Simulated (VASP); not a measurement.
W:

```
W
1.0
    -1.59730    1.59730    1.59730
     1.59730   -1.59730    1.59730
     1.59730    1.59730   -1.59730
W
1
Direct
  0.00000 0.00000 0.00000
```

```yaml
Program: VASP 6.6.1
Task: relaxation of cell and atoms
Functional: LDA
Potentials_or_basis: VASP PAW LDA potentials, release 64 (W_sv)
Cutoff: 500 eV
k_mesh: 8 × 8 × 8
Occupations: gaussian, width 0.1 eV
Spin: no spin polarisation
```

At the start: pressure -14.8 GPa; volume 16.30 Å³/atom.

Problem. Where does the relaxation end?

Solution. Over 4 steps the energy falls by 37.0 meV/atom and the volume is 15.55 Å³/atom (-4.6 %); space group Im-3m (No. 229, to 0.05 Å).

Step by step:
```tsv
step	energy change (eV)	largest force (eV/Å)	pressure (GPa)	volume (Å³)
1	0.0000	0.0000	-14.82	16.30
2	0.5669	0.0000	88.92	13.00
3	-0.0367	0.0000	-1.35	15.60
4	-0.0370	0.0000	-0.27	15.55
```

Final structure:
```yaml
crystal:
  lattice:
    - [-1.57227, 1.57227, 1.57227]
    - [1.57227, -1.57227, 1.57227]
    - [1.57227, 1.57227, -1.57227]
  atoms:
    - { symbol: W, position: [0.00000, 0.00000, 0.00000] }
```
